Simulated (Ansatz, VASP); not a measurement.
# Bi: VASP beside Ansatz

Contents of INCAR:

```
  ALGO = Normal
  DIPOL = 0.5 0.5 0.500
  EDIFF = 1E-6
  ENCUT = 520
  GGA = CA
  IDIPOL = 3
  ISIF = 2
  ISMEAR = 0
  LASPH = T
  LCHARG = F
  LDIPOL = T
  LREAL = F
  LWAVE = F
  NBANDS = 22
  NELM = 60
  PREC = Accurate
  SIGMA = 0.02
```

KPOINTS

```
k-points
0
Gamma
  9 9 1
```

The input POSCAR:

```
Bi
1.0
    3.9450000000      0.0000000000      0.0000000000
   -1.9725000000      3.4164702179      0.0000000000
    0.0000000000      0.0000000000     28.0000000000
Bi
2
Direct
    0.3333333333      0.6666666667      0.5459464286
    0.6666666667      0.3333333333      0.4540535714
```

Input for Ansatz:

```yaml
crystal:
  lattice:
    - [3.945, 0.0, 0.0]
    - [-1.9725, 3.4164702179, 0.0]
    - [0.0, 0.0, 28.0]
  atoms:
    - { symbol: Bi, position: [0.3333333333, 0.6666666667, 0.5459464286] }
    - { symbol: Bi, position: [0.6666666667, 0.3333333333, 0.4540535714] }
  periodic: [true, true, false]
basis:
  ecutwfc: 420
kpoints:
  mp_grid: { grid: [9, 9, 1] }
hamiltonian:
  xc: lda
scf:
  occupations: { method: gaussian, width: 0.02 }
output:
  forces: true
  stress: true
  eigenvalues: true
  write_density: true
  write_potential: true
  elf: true
  volumetric_format: npy
```

Alike in both runs: task single point; functional LDA; k mesh 9 × 9 × 1; occupations gaussian, width 0.02 eV; no spin polarisation.

|  | VASP | Ansatz |
| --- | --- | --- |
| version | VASP 6.6.1 | Ansatz 0.2.0 |
| potentials or method | VASP PAW LDA potentials, release 64 (Bi_d), cutoff 520 eV | scalar-relativistic, plane waves, PAW |
| valence electrons in the cell | 30 | 30 |

|  | VASP | Ansatz | Ansatz less VASP |
| --- | --- | --- | --- |
| gap on the k mesh at the Fermi level (eV) | none | none | - |
| rms of the force components (eV/Å) | 0.705 | 0.712 | +0.0068 |

LDA's correlation is that of Perdew and Zunger in VASP and of Perdew and Wang (1992) in Ansatz. Atom by atom the forces differ by 0.007 eV/Å (rms over components). A gap of «none» marks a metal or a gap that the smearing closes. Ansatz's warnings: xc potential rough in thin density.

Neither program's run includes spin-orbit coupling.
